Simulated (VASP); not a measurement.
# AlN (Pmn2_1) in VASP: notebook, part 2 of 2

VASP 6.6.1.

### Step 3. Single point, r2SCAN (the distance across one plane changed)

The input, POSCAR:

```
AlN
1.0
    4.3698012523      0.0000000000      0.0000000000
    0.0000000000      2.1849006262     -2.1849006262
    0.0000000000     10.7973425656     10.7973425656
Al N
6 6
Direct
    0.0000000000      0.0000000000      0.1517564359
    0.5000000000      0.5000000000      0.2529341383
    0.0000000000      0.0000000000      0.3541118407
    0.5000000000      0.5000000000      0.4552895431
    0.0000000000      0.0000000000      0.5564672456
    0.5000000000      0.5000000000      0.0505787334
    0.7500000000      0.0000000000      0.2529341383
    0.2500000000      0.5000000000      0.3541118407
    0.7500000000      0.0000000000      0.4552895431
    0.2500000000      0.5000000000      0.5564672456
    0.7500000000      0.0000000000      0.0505787334
    0.2500000000      0.5000000000      0.1517564359
```

The input, INCAR.step1:

```
PREC     = Accurate       # precision mode
ENCUT    = 520            # plane-wave cutoff, eV
ISMEAR   = 0              # smearing method
SIGMA    = 0.05           # smearing width, eV
LREAL    = F              # projectors in reciprocal space
LASPH    = T              # aspherical terms in the spheres
NELM     = 100            # most SCF steps
NBANDS   = 36             # bands
GGA      = PE             # functional
ALGO     = Normal         # electronic algorithm
EDIFF    = 1E-4           # SCF threshold, eV
LWAVE    = T              # write WAVECAR
LCHARG   = F              # write CHGCAR
```

The input, INCAR.step2:

```
PREC     = Accurate       # precision mode
ENCUT    = 520            # plane-wave cutoff, eV
EDIFF    = 1E-7           # SCF threshold, eV
ISMEAR   = 0              # smearing method
SIGMA    = 0.05           # smearing width, eV
LREAL    = F              # projectors in reciprocal space
LASPH    = T              # aspherical terms in the spheres
NELM     = 100            # most SCF steps
ALGO     = Normal         # electronic algorithm
ISIF     = 2              # what is computed and relaxed
LWAVE    = F              # write WAVECAR
LCHARG   = F              # write CHGCAR
METAGGA  = R2SCAN         # meta-GGA
LMIXTAU  = T            
NBANDS   = 36             # bands
ISTART   = 1
```

The input, KPOINTS:

```
Automatic mesh
0
Gamma
  5 7 3
```

Potentials or basis: VASP PAW PBE potentials, release 64 (Al, N).

The run is started by

```bash
$ cat potpaw_PBE.64/Al/POTCAR potpaw_PBE.64/N/POTCAR > POTCAR
$ cp INCAR.step1 INCAR
$ mpirun -np 1 vasp_std > vasp.out
$ cp INCAR.step2 INCAR
$ mpirun -np 1 vasp_std > vasp.out
```

OUTCAR:

```text
PREC = Accurate
   ENCUT = 520
   EDIFF = 1E-7
   ISMEAR = 0
   LREAL = F
   LASPH = T
   NELM = 100
   ISIF = 2
   METAGGA = R2SCAN
   ISTART = 1

 ion  position               nearest neighbor table
   1  0.000  0.000  0.152-   7 1.89  12 1.89  12 1.89  11 1.89   3 3.09   2 3.09   2 3.09   2 3.09
                             2 3.09   6 3.09   6 3.09   6 3.09   6 3.09
   2  0.500  0.500  0.253-   8 1.89  12 1.89   7 1.89   7 1.89   4 3.09   3 3.09   1 3.09   3 3.09
                             1 3.09   1 3.09   3 3.09   1 3.09   3 3.09   6 3.09
   3  0.000  0.000  0.354-   7 1.89   9 1.89   8 1.89   8 1.89   1 3.09   2 3.09   2 3.09   4 3.09
                             4 3.09   2 3.09   4 3.09   2 3.09   4 3.09   5 3.09
   4  0.500  0.500  0.455-   8 1.89   9 1.89   9 1.89  10 1.89   2 3.09   3 3.09   3 3.09   3 3.09
                             3 3.09   5 3.09   5 3.09   5 3.09   5 3.09
   5  0.000  0.000  0.556-  10 1.89  10 1.89   9 1.89   4 3.09   4 3.09   4 3.09   4 3.09   3 3.09

   6  0.500  0.500  0.051-  11 1.89  11 1.89  12 1.89   1 3.09   1 3.09   1 3.09   1 3.09   2 3.09

   7  0.750  0.000  0.253-   1 1.89   3 1.89   2 1.89   2 1.89
   8  0.250  0.500  0.354-   2 1.89   4 1.89   3 1.89   3 1.89
   9  0.750  0.000  0.455-   3 1.89   4 1.89   4 1.89   5 1.89
  10  0.250  0.500  0.556-   5 1.89   5 1.89   4 1.89
  11  0.750  0.000  0.051-   6 1.89   6 1.89   1 1.89
  12  0.250  0.500  0.152-   2 1.89   1 1.89   1 1.89   6 1.89

  LATTYP: Found a simple orthorhombic cell.
 ALAT       =     3.0899160980
 B/A-ratio  =     1.4142135623
 C/A-ratio  =     4.9418002980

  Lattice vectors:

 A1 = (   0.0000000000,  -2.1849006262,   2.1849006262)
 A2 = (   4.3698012523,   0.0000000000,   0.0000000000)
 A3 = (   0.0000000000,  10.7973425656,  10.7973425656)

Analysis of symmetry for initial positions (statically):
=====================================================================
 Subroutine PRICEL returns:
 Original cell was already a primitive cell.

 Routine SETGRP: Setting up the symmetry group for a
 simple orthorhombic supercell.

 Subroutine GETGRP returns: Found  4 space group operations
 (whereof  2 operations were pure point group operations)
 out of a pool of  8 trial point group operations.

The static configuration has the point symmetry C_1h.
 The point group associated with its full space group is C_2v.

Analysis of symmetry for dynamics (positions and initial velocities):
=====================================================================
 Subroutine PRICEL returns:
 Original cell was already a primitive cell.

 Routine SETGRP: Setting up the symmetry group for a
 simple orthorhombic supercell.

 Subroutine GETGRP returns: Found  4 space group operations
 (whereof  2 operations were pure point group operations)
 out of a pool of  8 trial point group operations.

The dynamic configuration has the point symmetry C_1h.
 The point group associated with its full space group is C_2v.

 Subroutine INISYM returns: Found  4 space group operations
 (whereof  2 operations are pure point group operations),
 and found     1 'primitive' translations

----------------------------------------------------------------------------------------

[... 94 lines left out ...]
   number of dos      NEDOS =    301   number of ions     NIONS =     12
   total plane-waves  NPLWV =  92160
   dimension x,y,z NGX =    32 NGY =   24 NGZ =  120
   dimension x,y,z NGXF=    64 NGYF=   48 NGZF=  240
   ions per type =               6   6
   NGX,Y,Z   is equivalent  to a cutoff of  12.17, 12.91, 13.06 a.u.
   NGXF,Y,Z  is equivalent  to a cutoff of  24.35, 25.83, 26.13 a.u.
 SYSTEM =  unknown system
   PREC   = accura    normal or accurate (medium, high low for compatibility)
   ISTART =      1    job   : 0-new  1-cont  2-samecut
   ICHARG =      0    charge: 1-file 2-atom 10-const
   ISPIN  =      1    spin polarized calculation?
   LNONCOLLINEAR =      F non collinear calculations
   LSORBIT =      F    spin-orbit coupling
   LASPH  =      T    aspherical Exc in radial PAW
   ENCUT  =  520.0 eV  38.22 Ry    6.18 a.u.   8.12  5.75 28.39*2*pi/ulx,y,z
   NELM   =    100;   NELMIN=  2; NELMDL=  0     # of ELM steps
   EDIFF  = 0.1E-06   stopping-criterion for ELM
   LREAL  =      F    real-space projection
   EDIFFG = 0.1E-05   stopping-criterion for IOM
   NSW    =      0    number of steps for IOM
   IBRION =     -1    ionic relax: 0-MD 1-quasi-New 2-CG
   NFREE  =      0    steps in history (QN), initial steepest desc. (CG)
   ISIF   =      2    stress and relaxation
   ISYM   =      2    0-nonsym 1-usesym 2-fastsym
   POTIM  = 0.5000    time-step for ionic-motion
   TEBEG  =    0.0;   TEEND  =   0.0 temperature during run
   PSTRESS=    0.0 pullay stress
   NELECT =      48.0000    total number of electrons
   NUPDOWN=      -1.0000    fix difference up-down
   EMIN   =  10.00;   EMAX   =-10.00  energy-range for DOS
   EFERMI =   0.00;   METHOD = LEGACY
   ISMEAR =     0;   SIGMA  =   0.05  broadening in eV -4-tet -1-fermi 0-gaus
   EFERMI_NEDOS =   21; number of points for ismear=-14 and -15
   IALGO  =     38    algorithm
   IMIX   =      4    mixing-type and parameters
     AMIX     =   0.40;   BMIX     =  1.00
     AMIX_MAG =   1.60;   BMIX_MAG =  1.00
  volume/ion in A,a.u.               =      17.18       115.95
  Fermi-wavevector in a.u.,A,eV,Ry     =   1.007106  1.903154 13.799878  1.014262
  Thomas-Fermi vector in A             =   2.139890
   LORBIT       =      0    0 simple, 1 ext, 2 COOP (PROOUT), +10 PAW based schemes
   METAGGA = R2SCAN    functional components
   LHFCALC =     F    Hartree Fock is set to
   AEXX    =    0.0000 exact exchange contribution
   IVDW    =     0    specifies the selected vdW correction
   LEPSILON=     F    determine dielectric tensor
   LRPA    =     F    only Hartree local field effects (RPA)
 non-spin polarized calculation
 Gauss-broadening in eV      SIGMA  =   0.05
  energy-cutoff  :      520.00
  volume of cell :      206.18
 maximum number of plane-waves:      5586
   NGX = 17   NGY = 11   NGZ = 57

 number of electron      48.0000008 magnetization

 Free energy of the ion-electron system (eV)
  ---------------------------------------------------
  ext. energy  EPLUGINS =         0.00000000
  ---------------------------------------------------
  free energy    TOTEN  =      -109.77856281 eV

  energy without entropy =     -109.77856281  energy(sigma->0) =     -109.77856281

 E-fermi :   2.1737     XC(G=0):  -7.9872

 val. band max:        1.8694959745   @ k =   0.2000   0.4286   0.0000
 cond. band min:       3.7094037936   @ k =   0.0000   0.0000   0.0000
 fundamental gap:      1.8399078191
 Fermi energy:         2.1736767302

 k-point     1 :       0.0000    0.0000    0.0000
  band No.  band energies     occupation
      1     -14.3247      2.00000
      2     -13.6599      2.00000
      3     -12.7273      2.00000
      4     -12.0230      2.00000
      5     -11.4791      2.00000
      6     -11.4448      2.00000
[... 925 lines left out ...]
     35      10.9583      0.00000
     36      11.3301      0.00000

------------------------ aborting loop because EDIFF is reached ----------------------------------------

  FORCE on cell =-STRESS in cart. coord.  units (eV):
  Direction    XX          YY          ZZ          XY          YZ          ZX
  --------------------------------------------------------------------------------------
  -------------------------------------------------------------------------------------
  Total       -8.1143431     -3.5808110     -3.5808110      0.0000000     -0.0287772      0.0000000
  in kB      -63.0556054    -27.8260610    -27.8260610      0.0000000     -0.2236239      0.0000000
  external PRESSURE =     -39.5692425 kB  Pullay stress =       0.0000000 kB

 VOLUME and BASIS-vectors are now :
 -----------------------------------------------------------------------------
  energy-cutoff  :      520.00
  volume of cell :      206.18
      direct lattice vectors                 reciprocal lattice vectors
     4.369801252  0.000000000  0.000000000     0.228843360  0.000000000  0.000000000
     0.000000000  2.184900626 -2.184900626     0.000000000  0.228843360 -0.228843360
     0.000000000 10.797342566 10.797342566     0.000000000  0.046307691  0.046307691

 POSITION                                       TOTAL-FORCE (eV/Angst)
 -----------------------------------------------------------------------------------
      0.00000      1.63857      1.63857        -0.501731     -0.534856     -0.534856
      2.18490      3.82347      1.63857         0.200283     -0.004786     -0.004786
      0.00000      3.82347      3.82347         0.200283      0.004786      0.004786
      2.18490      6.00837      3.82347        -0.501731      0.534856      0.534856
      0.00000      6.00837      6.00837         2.770298     -1.288607     -1.288607
      2.18490      1.63857     -0.54633         2.770298      1.288607      1.288607
      3.27735      2.73102      2.73102        -0.002989      0.213445      0.213445
      1.09245      4.91592      2.73102        -0.002989     -0.213445     -0.213445
      3.27735      4.91592      4.91592        -0.459169      0.396187      0.396187
      1.09245      7.10082      4.91592        -2.006692      0.454012      0.454012
      3.27735      0.54612      0.54612        -2.006692     -0.454012     -0.454012
      1.09245      2.73102      0.54612        -0.459169     -0.396187     -0.396187
 -----------------------------------------------------------------------------------
    total drift:                               -0.001613      0.000000      0.000000

  FREE ENERGIE OF THE ION-ELECTRON SYSTEM (eV)
  ---------------------------------------------------
  free  energy   TOTEN  =      -109.7785628144 eV

  energy  without entropy=     -109.7785628144  energy(sigma->0) =     -109.77856281
```

It took 7.9 min on 1 thread of Intel Xeon 8259CL, shared host; peak memory 0.4 GiB.

What came out:

| Quantity | Value |
| --- | --- |
| Free energy | -109.7786 eV |
| Pressure | -4.0 GPa |
| Largest force | 3.316 eV/Å |
| Band gap on the k mesh | 1.84 eV (least direct gap 2.12 eV) |

Forces on the atoms (eV/Å):
```
Al  -0.502 -0.535 -0.535
Al   0.200 -0.005 -0.005
Al   0.200  0.005  0.005
Al  -0.502  0.535  0.535
Al   2.770 -1.289 -1.289
Al   2.770  1.289  1.289
N   -0.003  0.213  0.213
N   -0.003 -0.213 -0.213
N   -0.459  0.396  0.396
N   -2.007  0.454  0.454
N   -2.007 -0.454 -0.454
N   -0.459 -0.396 -0.396
```

Stress tensor (GPa, compression positive):
```
-6.31  0.00  0.00
 0.00 -2.78 -0.02
 0.00 -0.02 -2.78
```

Levels at points of the mesh, in eV from the valence-band top:
| k point | band 21 | band 22 | band 23 | band 24 | band 25 | band 26 | band 27 | band 28 |
| --- | --- | --- | --- | --- | --- | --- | --- | --- |
| (0.00, 0.00, 0.00) | -0.39 | -0.32 | -0.29 | -0.28 | 1.84 | 2.28 | 3.98 | 4.71 |

Caveat: the cell differs from its parent crystal (the distance across one plane changed); the cell stands under tension; the PAW data sets were made with another functional, which shifts forces and pressure a little. A k mesh can miss the band edges.
